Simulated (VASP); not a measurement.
Input of a VASP 6.6.1 run:

File INCAR:

```
PREC = Accurate
ENCUT = 600
EDIFF = 1E-6
ISMEAR = -1
SIGMA = 0.05
LREAL = Auto
LASPH = True
NELM = 60
ALGO = Normal
ISIF = 8
LWAVE = False
LCHARG = False
GGA = PS
IBRION = 2
NSW = 100
EDIFFG = -0.03
ISYM = 0
```

File KPOINTS:

```
Automatic mesh
0
Gamma
  1 1 1
  0.25 0.25 0.25
```

POSCAR

```
Mg9Zn7O16
1.0
    8.4734380000      0.0000000000      0.0000000000
    0.0000000000      8.4734380000      0.0000000000
    0.0000000000      0.0000000000      8.4734380000
O Mg Zn
32 18 14
Direct
    0.2509210000      0.0023050000      0.0008200000
    0.2536710000      0.9995410000      0.4966500000
    0.2489060000      0.4972590000      0.0061030000
    0.2519930000      0.4991950000      0.4998950000
    0.7542740000      0.9968090000      0.0013410000
    0.7505240000      0.9994230000      0.5016420000
    0.7512860000      0.4984290000      0.0014810000
    0.7536530000      0.5019810000      0.5040920000
    0.9962760000      0.2510950000      0.0003900000
    0.9980870000      0.2521770000      0.4986960000
    0.0032220000      0.7481830000      0.9951470000
    0.0027590000      0.7508880000      0.5007090000
    0.5015990000      0.2504260000      0.0032360000
    0.5000660000      0.2506830000      0.4969580000
    0.4970450000      0.7484630000      0.9989730000
    0.5050340000      0.7489450000      0.5016750000
    0.0002590000      0.0009700000      0.2510280000
    0.9978270000      0.9966980000      0.7515600000
    0.0016050000      0.5039710000      0.2521790000
    0.9976430000      0.4987490000      0.7504230000
    0.4971570000      0.0013200000      0.2487050000
    0.5033700000      0.9935640000      0.7490430000
    0.4977060000      0.4991580000      0.2474700000
    0.5008200000      0.5003460000      0.7497710000
    0.2497880000      0.2498090000      0.2475420000
    0.2532820000      0.2490610000      0.7464230000
    0.2500170000      0.7523180000      0.2514520000
    0.2483120000      0.7502490000      0.7508240000
    0.7459910000      0.2496530000      0.2530420000
    0.7482370000      0.2548290000      0.7486820000
    0.7491160000      0.7480460000      0.2508640000
    0.7476870000      0.7526130000      0.7496760000
    0.9971540000      0.9991290000      0.9943390000
    0.0014210000      0.5045770000      0.0013320000
    0.9985480000      0.5023310000      0.5026630000
    0.5006750000      0.0008820000      0.0022010000
    0.4981170000      0.0039360000      0.5017730000
    0.2490090000      0.2479140000      0.0003120000
    0.2479420000      0.2525800000      0.5043170000
    0.2535980000      0.7512050000      0.9987700000
    0.7468450000      0.7500520000      0.5001520000
    0.2496050000      0.0021060000      0.2489780000
    0.2498720000      0.5020370000      0.7499130000
    0.7547680000      0.5022200000      0.2503860000
    0.0000450000      0.2452380000      0.2522990000
    0.0000500000      0.7481480000      0.2523170000
    0.0036770000      0.7456160000      0.7464410000
    0.4972810000      0.2513770000      0.7489160000
    0.4978320000      0.7524470000      0.2469620000
    0.4995730000      0.7492250000      0.7512030000
    0.0040140000      0.0027850000      0.4972120000
    0.4977760000      0.4956380000      0.9989660000
    0.5010130000      0.5033820000      0.5051520000
    0.2491260000      0.7475620000      0.4977150000
    0.7482650000      0.2454340000      0.0010610000
    0.7504140000      0.2509040000      0.4996570000
    0.7496690000      0.7487680000      0.0020230000
    0.2511240000      0.0010840000      0.7493670000
    0.2498380000      0.4979500000      0.2483440000
    0.7554260000      0.9961770000      0.2508490000
    0.7486270000      0.9985020000      0.7501310000
    0.7537600000      0.4997530000      0.7515190000
    0.0001750000      0.2457120000      0.7492180000
    0.4965230000      0.2521430000      0.2515610000
```

Potentials or basis: VASP PAW PBE potentials, release 64 (O, Mg, Zn).

Run with:

```console
$ cat potpaw_PBE.64/O/POTCAR potpaw_PBE.64/Mg/POTCAR potpaw_PBE.64/Zn/POTCAR > POTCAR
$ mpirun -np 1 vasp_std > vasp.out
```

Q: What does it give for the space group after relaxing (to 0.1 Å)?

A: P1 (No. 1).

Q: Estimate the relaxed cell.

A: a = 8.473 Å, b = 8.473 Å, c = 8.473 Å, α = 90.00°, β = 90.00°, γ = 90.00°.

Q: Estimate the relaxed volume.

A: 9.50 Å³/atom.

Q: What does it give for the band gap on the k mesh?

A: 3.56 eV.

Forces in eV/Å, atoms in the order of the input:
```
O   -0.005  0.006  0.011
O    0.005 -0.007  0.005
O   -0.004  0.007 -0.005
O   -0.003 -0.005 -0.002
O    0.004  0.011  0.002
O    0.001 -0.004  0.009
O   -0.005  0.004 -0.011
O   -0.004  0.000 -0.007
O    0.000  0.016  0.008
O    0.006  0.002 -0.002
O    0.006  0.004 -0.005
O   -0.012  0.000  0.015
O    0.012  0.002 -0.011
O    0.010 -0.006 -0.003
O   -0.001 -0.012  0.003
O   -0.006 -0.012 -0.003
O    0.005 -0.004 -0.005
O    0.003  0.000 -0.003
O    0.000 -0.005  0.002
O    0.004  0.002 -0.005
O   -0.004 -0.011  0.010
O    0.007  0.005  0.005
O   -0.004  0.001 -0.001
O   -0.002  0.005 -0.007
O   -0.005 -0.015  0.014
O    0.017  0.002  0.002
O   -0.003  0.001  0.001
O    0.001  0.002  0.005
O    0.001 -0.006 -0.006
O    0.003 -0.004 -0.004
O   -0.012 -0.006 -0.002
O    0.010  0.011  0.000
Mg   0.008  0.000  0.003
Mg   0.000  0.007 -0.003
Mg  -0.005 -0.005 -0.003
Mg   0.006  0.000  0.003
Mg  -0.003 -0.010  0.006
Mg   0.003  0.011 -0.003
Mg  -0.003 -0.001  0.006
Mg  -0.003  0.016  0.005
Mg  -0.007 -0.006 -0.013
Mg  -0.006 -0.011  0.006
Mg   0.000  0.000  0.005
Mg   0.006 -0.007 -0.003
Mg   0.002  0.002  0.001
Mg  -0.009  0.004  0.007
Mg  -0.003 -0.004 -0.007
Mg   0.002  0.006  0.000
Mg  -0.001  0.008  0.007
Mg  -0.002  0.002  0.003
Zn  -0.002  0.000  0.006
Zn   0.001  0.003 -0.022
Zn  -0.007 -0.009 -0.008
Zn  -0.005 -0.003  0.004
Zn   0.003  0.006 -0.009
Zn   0.002 -0.002 -0.007
Zn  -0.006  0.006  0.000
Zn  -0.001  0.006  0.011
Zn  -0.008 -0.009  0.003
Zn  -0.001 -0.011  0.000
Zn   0.000  0.010  0.001
Zn  -0.004  0.014 -0.012
Zn   0.016  0.000  0.000
Zn   0.001 -0.003  0.005
```

Caveat: the PAW data sets were made with another functional, which shifts forces and pressure a little; a shifted mesh leaves out Γ, where band edges can lie. A k mesh can miss the band edges.
